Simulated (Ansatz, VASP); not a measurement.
**Te in VASP and in Ansatz**

File INCAR:

```
SYSTEM = Te
ALGO     = Normal         ! electronic algorithm
EDIFF    = 1E-6           ! SCF threshold, eV
ENCUT    = 520            ! plane-wave cutoff, eV
GGA      = PE             ! functional
ISIF     = 2              ! what is computed and relaxed
ISMEAR   = 0              ! smearing method
LASPH    = .True.         ! aspherical terms in the spheres
LCHARG   = .False.        ! write CHGCAR
LREAL    = .False.        ! projectors in reciprocal space
LWAVE    = .False.        ! write WAVECAR
NBANDS   = 13             ! bands
NELM     = 100            ! most SCF steps
PREC     = Accurate       ! precision mode
SIGMA    = 0.1            ! smearing width, eV
```

The input KPOINTS:

```
k-points
0
Gamma
  6 6 6
  0 0 0
```

Contents of POSCAR:

```
Te
1.0
   -3.1543178333      3.1543178333      1.7207386051
    3.1543178333     -3.1543178333      1.7207386051
    3.1543178333      3.1543178333     -1.7207386051
Te
2
Direct
    0.0000000000      0.0000000000      0.0000000000
    0.7500000000      0.2500000000      0.5000000000
```

Input for Ansatz:

```yaml
crystal:
  lattice:
    - [-3.1543178333, 3.1543178333, 1.7207386051]
    - [3.1543178333, -3.1543178333, 1.7207386051]
    - [3.1543178333, 3.1543178333, -1.7207386051]
  atoms:
    - { symbol: Te, position: [0.0, 0.0, 0.0] }
    - { symbol: Te, position: [0.75, 0.25, 0.5] }
basis:
  ecutwfc: 420
kpoints:
  mp_grid: { grid: [6, 6, 6] }
hamiltonian:
  xc: pbe
scf:
  occupations: { method: gaussian, width: 0.1 }
  lower_state_search: "off"
output:
  forces: true
  stress: true
  eigenvalues: true
```

Alike in both runs: task single point; functional PBE; k mesh 6 × 6 × 6; occupations gaussian, width 0.1 eV; no spin polarisation.

```csv
,VASP,Ansatz
version,VASP 6.6.1,Ansatz 0.2.0
potentials or method,"VASP PAW PBE potentials, release 64 (Te), cutoff 520 eV","scalar-relativistic, plane waves, PAW"
valence electrons in the cell,12,32
```

```csv
,VASP,Ansatz,Ansatz less VASP
gap on the k mesh at the Fermi level (eV),none,none,-
pressure (GPa),-2.6,-2.5,+0.05
"traceless stress, the component that is largest in VASP (GPa)",1.17,1.16,-0.008
```

A gap of «none» marks a metal or a gap that the smearing closes. VASP's potentials hold 12 valence electrons a cell and Ansatz's 32, so a difference there can come from the potentials and not from the codes.

Neither program's run includes spin-orbit coupling.
